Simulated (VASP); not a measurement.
MgF2 (rutile type), 6 atoms in the cell. It takes space group P4_2/mnm (No. 136, tetragonal). Conventional cell: a = 4.487 Å, b = 4.487 Å, c = 2.984 Å, α = 90.00°, β = 90.00°, γ = 90.00°. Mg (site symmetry mmm) has 6 F at 1.91 to 1.95 Å within 2.5 Å. F (site symmetry m2m) has 3 Mg at 1.91 to 1.95 Å and 1 F at 2.52 Å within 2.6 Å. 

| Property | Result |
| --- | --- |
| Program | VASP 6.6.1 |
| Task | single point |
| Functional | PBE |
| Potentials or basis | VASP PAW PBE potentials, release 64 (Mg, F) |
| Cutoff | 520 eV |
| k mesh | 7 × 7 × 10 |
| Occupations | fermi-dirac, width 0.1 eV |
| Spin | no spin polarisation |
| Dipole correction | no |
| k mesh for the DOS | 11 × 11 × 15 |
| Occupations for the DOS | tetrahedron |
| Further INCAR settings | ALGO = Normal; EDIFF = 1e-06 |

Potentials or basis: VASP PAW PBE potentials, release 64 (Mg, F).

Run with:

```sh
$ cat potpaw_PBE.64/Mg/POTCAR potpaw_PBE.64/F/POTCAR > POTCAR
$ cp INCAR.step1 INCAR
$ cp KPOINTS.step1 KPOINTS
$ mpirun -np 1 vasp_std > vasp.out
$ cp INCAR.step2 INCAR
$ cp KPOINTS.step2 KPOINTS
$ mpirun -np 1 vasp_std > vasp.out
```

Hardware: 1 thread of Intel Xeon 8259CL, on a shared host.

Task: Estimate the wall time of this run.

Result: Wall time 2.6 min on 1 thread of Intel Xeon 8259CL (shared host), peak memory 0.29 GiB. Counts: k points 168.
